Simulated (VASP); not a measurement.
Here is a VASP 6.6.1 calculation.

The input INCAR:

```
SYSTEM = GaN
  PREC = Accurate
  ENCUT = 520
  EDIFF = 1E-7
  ISMEAR = 0
  SIGMA = 0.05
  LREAL = .False.
  LASPH = .True.
  NELM = 100
  ALGO = Normal
  ISIF = 2
  LWAVE = .False.
  LCHARG = .False.
  GGA = CA
  NBANDS = 46
```

File KPOINTS:

```
regular mesh
0
Gamma
  8 6 6
  0 0 0
```

POSCAR

```
GaN
1.0
   -3.1515767111      0.0000000000      0.0000000000
    0.0000000000      0.0000000000     -5.1382481593
    0.0000000000     -5.4586909876      0.0000000000
Ga N
4 4
Direct
    0.5000000000      0.0055427061      0.1771038343
    0.0000000000     -0.0027170358      0.6562282612
    0.0000000000      0.4972829642      0.3437717388
    0.5000000000      0.5055427061      0.8228961657
    0.5000000000      0.6188402239      0.1681729542
    0.0000000000      0.6226731484      0.6651527662
    0.0000000000      0.1226731484      0.3348472338
    0.5000000000      0.1188402239      0.8318270458
```

Potentials or basis: VASP PAW LDA potentials, release 64 (Ga_d, N).

Run with:

```console
$ cat potpaw_LDA.64/Ga_d/POTCAR potpaw_LDA.64/N/POTCAR > POTCAR
$ mpirun -np 1 vasp_std > vasp.out
```

(1) What does it give for the pressure?

(2) Estimate the band gap on the k mesh.

(3) Predict the largest force.

Answers

(1) 1.9 GPa.

(2) 2.10 eV.

(3) 1.686 eV/Å.

Caveat: the cell differs from its parent crystal (mode 11 frozen in at -0.061 Å and mode 13 at +0.018 Å (largest displacements)); forces of over 1 eV/Å act on the atoms, so gaps and moduli don't describe the material at rest.
